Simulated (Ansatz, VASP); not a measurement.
## Pb in VASP and in Ansatz

Contents of INCAR:

```
SYSTEM = Pb
PREC = Accurate
ENCUT = 520
EDIFF = 1E-6
ISMEAR = 0
SIGMA = 0.15
LREAL = .False.
LASPH = .True.
NELM = 100
ALGO = Fast
ISIF = 2
LWAVE = .False.
LCHARG = .False.
GGA = PE
NBANDS = 13
```

KPOINTS

```
Automatic mesh
0
Gamma
  16 16 16
  0 0 0
```

Contents of POSCAR:

```
Pb
1.0
    0.0000000000      2.4698000000      2.5068470000
    2.4698000000      0.0000000000      2.5068470000
    2.4698000000      2.4698000000      0.0000000000
Pb
1
Direct
    0.0000000000      0.0000000000      0.0000000000
```

Input for Ansatz:

```yaml
crystal:
  lattice:
    - [0.0, 2.4698, 2.506847]
    - [2.4698, 0.0, 2.506847]
    - [2.4698, 2.4698, 0.0]
  atoms:
    - { symbol: Pb, position: [0.0, 0.0, 0.0] }
basis:
  ecutwfc: 420
kpoints:
  mp_grid: { grid: [16, 16, 16] }
hamiltonian:
  xc: pbe
scf:
  occupations: { method: gaussian, width: 0.15 }
output:
  forces: true
  stress: true
  eigenvalues: true
```

Change from the starting cell: strain +0.0150 x Voigt [0, 0, 1, 0, 0, 0], atoms carried along.

Alike in both runs: task single point; functional PBE; k mesh 16 × 16 × 16; occupations gaussian, width 0.15 eV; no spin polarisation.

|  | VASP | Ansatz |
| --- | --- | --- |
| version | VASP 6.6.1 | Ansatz 0.2.0 |
| potentials or method | VASP PAW PBE potentials, release 64 (Pb_d), cutoff 520 eV | scalar-relativistic, plane waves, PAW |
| valence electrons in the cell | 14 | 14 |

```csv
,VASP,Ansatz,Ansatz less VASP
gap on the k mesh at the Fermi level (eV),none,none,-
pressure (GPa),1.9,1.9,+0.02
"traceless stress, the component that is largest in VASP (GPa)",-0.15,-0.15,-0.001
```

A gap of «none» marks a metal or a gap that the smearing closes.

Spin-orbit coupling is off throughout.
